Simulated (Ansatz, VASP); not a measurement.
**Two plane-wave programs on BN**

The input INCAR:

```
SYSTEM = BN
ALGO     = Normal         ! electronic algorithm
EDIFF    = 1E-6           ! SCF threshold, eV
ENCUT    = 600            ! plane-wave cutoff, eV
GGA      = PS             ! functional
GGA_COMPAT= .False.      
ISIF     = 2              ! what is computed and relaxed
ISMEAR   = 0              ! smearing method
LASPH    = .True.         ! aspherical terms in the spheres
LCHARG   = .False.        ! write CHGCAR
LREAL    = .False.        ! projectors in reciprocal space
LWAVE    = .False.        ! write WAVECAR
NBANDS   = 11             ! bands
NELM     = 120            ! most SCF steps
PREC     = Accurate       ! precision mode
SIGMA    = 0.1            ! smearing width, eV
```

File KPOINTS:

```
k-points
0
Gamma
  8 8 8
  0 0 0
```

The input POSCAR:

```
BN
1.0
    0.0000000000      1.8080000000      1.8080000000
    1.8080000000      0.0000000000      1.8080000000
    1.8080000000      1.8080000000      0.0000000000
B N
1 1
Direct
    0.0000000000      0.0000000000      0.0000000000
    0.2500000000      0.2500000000      0.2500000000
```

Input for Ansatz:

```yaml
crystal:
  lattice:
    - [0.0, 1.808, 1.808]
    - [1.808, 0.0, 1.808]
    - [1.808, 1.808, 0.0]
  atoms:
    - { symbol: B, position: [0.0, 0.0, 0.0] }
    - { symbol: "N", position: [0.25, 0.25, 0.25] }
basis:
  ecutwfc: 420
kpoints:
  mp_grid: { grid: [8, 8, 8] }
hamiltonian:
  xc: pbesol
  pseudopotentials: { kind: paw, azcp: { folder: soft_1 } }
scf:
  occupations: { method: gaussian, width: 0.1 }
output:
  forces: true
  stress: true
  eigenvalues: true
```

Alike in both runs: task single point; functional PBEsol; k mesh 8 × 8 × 8; occupations gaussian, width 0.1 eV; no spin polarisation.

|  | VASP | Ansatz |
| --- | --- | --- |
| version | VASP 6.6.1 | Ansatz 0.2.0 |
| potentials or method | VASP PAW PBE potentials, release 64 (B, N), cutoff 600 eV | scalar-relativistic, plane waves, PAW |
| valence electrons in the cell | 8 | 8 |

Ansatz gave:

```
gap on the k mesh at the Fermi level (eV) : 4.28
least direct gap on the mesh (eV)         : 8.76
pressure (GPa)                            : -3.4
```

Problem. Which values does VASP return?

Solution. gap on the k mesh at the Fermi level (eV): 4.28; least direct gap on the mesh (eV): 8.76; pressure (GPa): -2.9.

VASP's potentials were made for PBE, not for PBEsol, and Ansatz warns of the same on its side. The functional is the same, so the differences come from potentials, cutoffs and numerics.
